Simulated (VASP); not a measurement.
# Al7BiAs8 (a cell with a defect) in VASP: further runs

The runs below take Al7BiAs8 (a cell with a defect) through single point, with PBE, PBEsol.

All numbers are computed with VASP 6.6.1; they aren't measurements. Logs are shortened: lines on timing, memory, paths and dates and some standing lists are left out, and cuts for length are marked.

**1. The cell of the first run**

The cell holds a defect, 16 atoms: a = 8.024 Å, b = 8.024 Å, c = 8.024 Å, α = 60.00°, β = 60.00°, γ = 60.00°.

**2. Single point, PBE**

File INCAR:

```
PREC = Accurate ; ENCUT = 400
EDIFF = 1E-6 ; ISMEAR = -1
SIGMA = 0.05 ; LREAL = F
LASPH = T ; NELM = 120
ALGO = Normal ; ISIF = 2
LWAVE = F ; LCHARG = T
GGA = PE ; LELF = T
LVHAR = T ; NELECT = 74.0
NBANDS = 52 ; GGA_COMPAT = F
```

File KPOINTS:

```
Automatic mesh
0
Gamma
  1 1 1
```

File POSCAR:

```
Al7BiAs8
1.0
    0.0000000000      5.6740990000      5.6740990000
    5.6740990000      0.0000000000      5.6740990000
    5.6740990000      5.6740990000      0.0000000000
Al Bi As
7 1 8
Direct
    0.0233190000      0.9769000000      0.9938590000
    0.9895180000      0.0029640000      0.5051580000
    0.4929060000      0.4776750000      0.0331720000
    0.9766590000      0.5071190000      0.0185380000
    0.4658170000      0.0046590000      0.5297290000
    0.4892400000      0.0105430000      0.9898100000
    0.0061810000      0.5045670000      0.5160040000
    0.5064300000      0.4901490000      0.5003630000
    0.1283610000      0.1179290000      0.0993300000
    0.6198420000      0.6324910000      0.6112450000
    0.1083880000      0.1313910000      0.6384580000
    0.6364870000      0.6309730000      0.0993710000
    0.1430010000      0.6188150000      0.1279510000
    0.6146060000      0.1341490000      0.6133530000
    0.6356530000      0.1252870000      0.1319870000
    0.1308330000      0.6131430000      0.6329750000
```

Potentials or basis: VASP PAW PBE potentials, release 64 (Al, Bi_d, As).

On the command line:

```console
$ cat potpaw_PBE.64/Al/POTCAR potpaw_PBE.64/Bi_d/POTCAR potpaw_PBE.64/As/POTCAR > POTCAR
$ mpirun -np 1 vasp_gam > vasp.out
```

OUTCAR:

```text
PREC = Accurate
   ENCUT = 400
   EDIFF = 1E-6
   ISMEAR = -1
   LREAL = F
   LASPH = T
   NELM = 120
   ISIF = 2
   GGA = PE
   NELECT = 74.0

 ion  position               nearest neighbor table
   1  0.023  0.977  0.994-   9 2.31  11 2.35  13 2.35  15 2.55
   2  0.990  0.003  0.505-  14 2.46  11 2.49  16 2.56   9 2.66
   3  0.493  0.478  0.033-  13 2.30  15 2.32  12 2.41  10 2.77
   4  0.977  0.507  0.019-  12 2.24  16 2.53  13 2.55   9 2.57
   5  0.466  0.005  0.530-  11 2.34  14 2.39  10 2.46  15 2.62
   6  0.489  0.011  0.990-   9 2.37  14 2.47  12 2.49  15 2.65
[... 8 lines left out ...]
  15  0.636  0.125  0.132-   3 2.32   1 2.55   5 2.62   6 2.65
  16  0.131  0.613  0.633-   7 2.30   8 2.46   4 2.53   2 2.56

  LATTYP: Found a face centered cubic cell.
 ALAT       =    11.3481980000

  Lattice vectors:

 A1 = (   0.0000000000,   5.6740990000,   5.6740990000)
 A2 = (   5.6740990000,   0.0000000000,   5.6740990000)
 A3 = (   5.6740990000,   5.6740990000,   0.0000000000)

Analysis of symmetry for initial positions (statically):
=====================================================================
 Subroutine PRICEL returns:
 Original cell was already a primitive cell.

 Routine SETGRP: Setting up the symmetry group for a
 face centered cubic supercell.

 Subroutine GETGRP returns: Found  1 space group operations
 (whereof  1 operations were pure point group operations)
 out of a pool of 48 trial point group operations.

The static configuration has the point symmetry C_1 .

Analysis of symmetry for dynamics (positions and initial velocities):
=====================================================================
 Subroutine PRICEL returns:
 Original cell was already a primitive cell.

 Routine SETGRP: Setting up the symmetry group for a
 face centered cubic supercell.

 Subroutine GETGRP returns: Found  1 space group operations
 (whereof  1 operations were pure point group operations)
 out of a pool of 48 trial point group operations.

The dynamic configuration has the point symmetry C_1 .

 Subroutine INISYM returns: Found  1 space group operations
 (whereof  1 operations are pure point group operations),
 and found     1 'primitive' translations

----------------------------------------------------------------------------------------

                                     Primitive cell

  volume of cell :     365.3598

  direct lattice vectors                    reciprocal lattice vectors
     0.000000000  5.674099000  5.674099000    -0.088119717  0.088119717  0.088119717
     5.674099000  0.000000000  5.674099000     0.088119717 -0.088119717  0.088119717
     5.674099000  5.674099000  0.000000000     0.088119717  0.088119717 -0.088119717

  length of vectors
     8.024387760  8.024387760  8.024387760     0.152627828  0.152627828  0.152627828

  position of ions in fractional coordinates (direct lattice)
     0.023319000  0.976900000  0.993859000
     0.989518000  0.002964000  0.505158000
     0.492906000  0.477675000  0.033172000
     0.976659000  0.507119000  0.018538000
     0.465817000  0.004659000  0.529729000
     0.489240000  0.010543000  0.989810000
[... 8 lines left out ...]
     0.635653000  0.125287000  0.131987000
     0.130833000  0.613143000  0.632975000

  ion indices of the primitive-cell ions
   primitive index   ion index
                 1           1
                 2           2
                 3           3
                 4           4
                 5           5
                 6           6
[... 8 lines left out ...]
                15          15
                16          16

----------------------------------------------------------------------------------------

 KPOINTS: Automatic mesh

Automatic generation of k-mesh.
 Grid dimensions read from file:
 generate k-points for:    1    1    1

 Generating k-lattice:

  Cartesian coordinates                     Fractional coordinates (reciprocal lattice)
    -0.088119717  0.088119717  0.088119717     1.000000000  0.000000000  0.000000000
     0.088119717 -0.088119717  0.088119717     0.000000000  1.000000000  0.000000000
     0.088119717  0.088119717 -0.088119717     0.000000000  0.000000000  1.000000000

  Length of vectors
     0.152627828  0.152627828  0.152627828

  Shift w.r.t. Gamma in fractional coordinates (k-lattice)
     0.000000000  0.000000000  0.000000000

 Subroutine IBZKPT returns following result:
 ===========================================

 Found      1 irreducible k-points:

 Following reciprocal coordinates:
            Coordinates               Weight
  0.000000  0.000000  0.000000      1.000000
   k-points           NKPTS =      1   k-points in BZ     NKDIM =      1   number of bands    NBANDS=     52
   number of dos      NEDOS =    301   number of ions     NIONS =     16
   total plane-waves  NPLWV = 157464
   dimension x,y,z NGX =    54 NGY =   54 NGZ =   54
   dimension x,y,z NGXF=   108 NGYF=  108 NGZF=  108
   ions per type =               7   1   8
   NGX,Y,Z   is equivalent  to a cutoff of  11.19, 11.19, 11.19 a.u.
   NGXF,Y,Z  is equivalent  to a cutoff of  22.37, 22.37, 22.37 a.u.
 SYSTEM =  unknown system
   PREC   = accura    normal or accurate (medium, high low for compatibility)
   ISTART =      0    job   : 0-new  1-cont  2-samecut
   ICHARG =      2    charge: 1-file 2-atom 10-const
   ISPIN  =      1    spin polarized calculation?
   LNONCOLLINEAR =      F non collinear calculations
   LSORBIT =      F    spin-orbit coupling
   LASPH  =      T    aspherical Exc in radial PAW
   ENCUT  =  400.0 eV  29.40 Ry    5.42 a.u.  13.09 13.09 13.09*2*pi/ulx,y,z
   NELM   =    120;   NELMIN=  2; NELMDL= -5     # of ELM steps
   EDIFF  = 0.1E-05   stopping-criterion for ELM
   LREAL  =      F    real-space projection
   EDIFFG = 0.1E-04   stopping-criterion for IOM
   NSW    =      0    number of steps for IOM
   IBRION =     -1    ionic relax: 0-MD 1-quasi-New 2-CG
   NFREE  =      0    steps in history (QN), initial steepest desc. (CG)
   ISIF   =      2    stress and relaxation
   ISYM   =      2    0-nonsym 1-usesym 2-fastsym
   POTIM  = 0.5000    time-step for ionic-motion
   TEBEG  =    0.0;   TEEND  =   0.0 temperature during run
   PSTRESS=    0.0 pullay stress
   NELECT =      74.0000    total number of electrons
   NUPDOWN=      -1.0000    fix difference up-down
   EMIN   =  10.00;   EMAX   =-10.00  energy-range for DOS
   EFERMI =   0.00;   METHOD = LEGACY
   ISMEAR =    -1;   SIGMA  =   0.05  broadening in eV -4-tet -1-fermi 0-gaus
   EFERMI_NEDOS =   21; number of points for ismear=-14 and -15
   IALGO  =     38    algorithm
   IMIX   =      4    mixing-type and parameters
     AMIX     =   0.40;   BMIX     =  1.00
     AMIX_MAG =   1.60;   BMIX_MAG =  1.00
  volume/ion in A,a.u.               =      22.83       154.10
  Fermi-wavevector in a.u.,A,eV,Ry     =   0.961417  1.816815 12.576175  0.924323
  Thomas-Fermi vector in A             =   2.090787
   LORBIT       =      0    0 simple, 1 ext, 2 COOP (PROOUT), +10 PAW based schemes
   GGA     = PE    functional components
   LHFCALC =     F    Hartree Fock is set to
   AEXX    =    0.0000 exact exchange contribution
   IVDW    =     0    specifies the selected vdW correction
   LEPSILON=     F    determine dielectric tensor
   LRPA    =     F    only Hartree local field effects (RPA)
 non-spin polarized calculation
  energy-cutoff  :      400.00
  volume of cell :      365.36
 maximum number of plane-waves:      3308
 NGX is ok and might be reduce to    54
   NGX = 27   NGY = 27   NGZ = 27

 number of electron      73.9999998 magnetization

 Free energy of the ion-electron system (eV)
  ---------------------------------------------------
  ext. energy  EPLUGINS =         0.00000000
  ---------------------------------------------------
  free energy    TOTEN  =       -64.41657198 eV

  energy without entropy =      -64.36727431  energy(sigma->0) =      -64.39192315

 E-fermi :   4.6152     XC(G=0):  -8.9467

 val. band max:        4.4661080203   @ k =   0.0000   0.0000   0.0000
 cond. band min:       4.7527041096   @ k =   0.0000   0.0000   0.0000
 fundamental gap:      0.2865960893
 Fermi energy:         4.6152397180

 k-point     1 :       0.0000    0.0000    0.0000
  band No.  band energies     occupation
      1     -17.9503      2.00000
      2     -17.8911      2.00000
      3     -17.8473      2.00000
      4     -17.7758      2.00000
      5     -17.7584      2.00000
      6      -8.9219      2.00000
[... 41 lines left out ...]
     48       6.9495      0.00000
     49       8.0684      0.00000
 [bands above 49 left out]

------------------------ aborting loop because EDIFF is reached ----------------------------------------

  FORCE on cell =-STRESS in cart. coord.  units (eV):
  Direction    XX          YY          ZZ          XY          YZ          ZX
  --------------------------------------------------------------------------------------
  -------------------------------------------------------------------------------------
  Total       17.8200184     15.8607408     18.2098323     -6.8263094      6.1502990      5.8217659
  in kB       78.1444263     69.5525935     79.8538404    -29.9347635     26.9703192     25.5296346
  external PRESSURE =      75.8502867 kB  Pullay stress =       0.0000000 kB

 VOLUME and BASIS-vectors are now :
 -----------------------------------------------------------------------------
  energy-cutoff  :      400.00
  volume of cell :      365.36
      direct lattice vectors                 reciprocal lattice vectors
     0.000000000  5.674099000  5.674099000    -0.088119717  0.088119717  0.088119717
     5.674099000  0.000000000  5.674099000     0.088119717 -0.088119717  0.088119717
     5.674099000  5.674099000  0.000000000     0.088119717  0.088119717 -0.088119717

 POSITION                                       TOTAL-FORCE (eV/Angst)
 -----------------------------------------------------------------------------------
     11.18228      5.77157      5.67534         1.201418     -0.586240     -0.832637
      2.88313      8.48094      5.63144        -0.633885      0.194898     -0.382189
      2.89860      2.98502      5.50717        -0.403809      0.006485      1.427539
      2.98263      5.64685      8.41910        -1.660857      1.187589      1.082519
      3.03217      5.64883      2.66953        -1.277492      0.610536      0.415457
      5.67610      8.39228      2.83582         0.000347      1.137299      0.171983
[... 8 lines left out ...]
      1.45980      4.35567      4.31765        -0.941057      0.230593     -1.040510
      7.07060      4.33392      4.22139         3.277288     -1.668931     -1.218908
 -----------------------------------------------------------------------------------
    total drift:                               -0.000425     -0.000537     -0.000546

  FREE ENERGIE OF THE ION-ELECTRON SYSTEM (eV)
  ---------------------------------------------------
  free  energy   TOTEN  =       -64.4165719756 eV

  energy  without entropy=      -64.3672743146  energy(sigma->0) =      -64.39192315
```

It took 67 s on 1 thread of AMD EPYC 7R43 (Zen 3), shared host; peak memory 0.31 GiB.

What came out:

```yaml
Free_energy: -64.4166 eV
Largest_force: 5.752 eV/Å
```

Forces in eV/Å, atoms in the order of the input:
```
Al   1.201 -0.586 -0.833
Al  -0.634  0.195 -0.382
Al  -0.404  0.006  1.428
Al  -1.661  1.188  1.083
Al  -1.277  0.611  0.415
Al   0.000  1.137  0.172
Al   0.027 -1.154 -1.083
Bi   0.515 -2.391  1.743
As   1.488  0.583  0.490
As   2.573  2.706  2.759
As  -0.192 -1.257 -0.253
As  -0.508 -2.723  1.322
As   0.014 -0.284 -1.538
As  -3.479  3.407 -3.062
As  -0.941  0.231 -1.041
As   3.277 -1.669 -1.219
```

Levels at points of the mesh, in eV from the Fermi level:
| k point | band 34 | band 35 | band 36 | band 37 | band 38 | band 39 | band 40 | band 41 |
| --- | --- | --- | --- | --- | --- | --- | --- | --- |
| (0.00, 0.00, 0.00) | -0.57 | -0.27 | -0.24 | -0.15 | 0.14 | 0.87 | 1.13 | 1.48 |

Caveat: the k points lie up to 0.96 Å⁻¹ apart; the cell carries a net charge on a neutralising background, which shifts energy and pressure; the cell is charged against a uniform background, so pressure and absolute levels hang on convention; spin-orbit coupling is left out, which moves the levels of the heavy elements.

**3. Single point, PBEsol**

File INCAR:

```
SYSTEM = Al7BiAs8
ALGO = Normal
EDIFF = 1E-6
ENCUT = 400
GGA = PS
GGA_COMPAT = .False.
ISIF = 2
ISMEAR = -1
ISYM = 0
LASPH = .True.
LCHARG = .False.
LREAL = .False.
LWAVE = .False.
NBANDS = 52
NELECT = 74.0
NELM = 120
PREC = Accurate
SIGMA = 0.05
```

File KPOINTS:

```
Automatic mesh
0
Gamma
  1 1 1
  0.25 0.25 0.25
```

POSCAR is that of step 2.

Potentials or basis: VASP PAW PBE potentials, release 64 (Al, Bi_d, As).

On the command line:

```console
$ cat potpaw_PBE.64/Al/POTCAR potpaw_PBE.64/Bi_d/POTCAR potpaw_PBE.64/As/POTCAR > POTCAR
$ mpirun -np 1 vasp_std > vasp.out
```

It took 2.3 min on 1 thread of AMD EPYC 7R43 (Zen 3), shared host; peak memory 0.34 GiB.

It converged, with:

| Item | Value |
| --- | --- |
| Free energy | -77.7840 eV |
| Largest force | 4.927 eV/Å |

Forces in eV/Å, atoms in the order of the input:
```
Al   0.983 -0.682 -0.968
Al  -0.938  0.017  0.706
Al  -0.919 -0.376  1.038
Al  -1.802  2.082  1.266
Al  -1.519 -0.652  0.577
Al   0.714  1.099  0.508
Al  -1.109 -1.435 -0.881
Bi   0.298 -2.411  1.941
As   1.994  0.687  0.304
As   2.429  2.813  1.741
As  -0.281 -1.186 -0.178
As   0.319 -2.179  0.315
As   0.317 -0.405 -1.693
As  -2.615  3.251 -2.622
As  -0.969  0.400 -1.237
As   3.099 -1.023 -0.817
```

Levels at points of the mesh, in eV from the Fermi level:
| k point | band 33 | band 34 | band 35 | band 36 | band 37 | band 38 | band 39 | band 40 | band 41 | band 42 |
| --- | --- | --- | --- | --- | --- | --- | --- | --- | --- | --- |
| (0.25, 0.25, 0.25) | -1.17 | -0.98 | -0.57 | -0.35 | -0.07 | 0.11 | 1.27 | 1.55 | 1.70 | 2.10 |

Caveat: the k points lie up to 0.96 Å⁻¹ apart; the cell carries a net charge on a neutralising background, which shifts energy and pressure; the cell is charged against a uniform background, so pressure and absolute levels hang on convention; the PAW data sets were made with another functional, which shifts forces and pressure a little; spin-orbit coupling is left out, which moves the levels of the heavy elements.
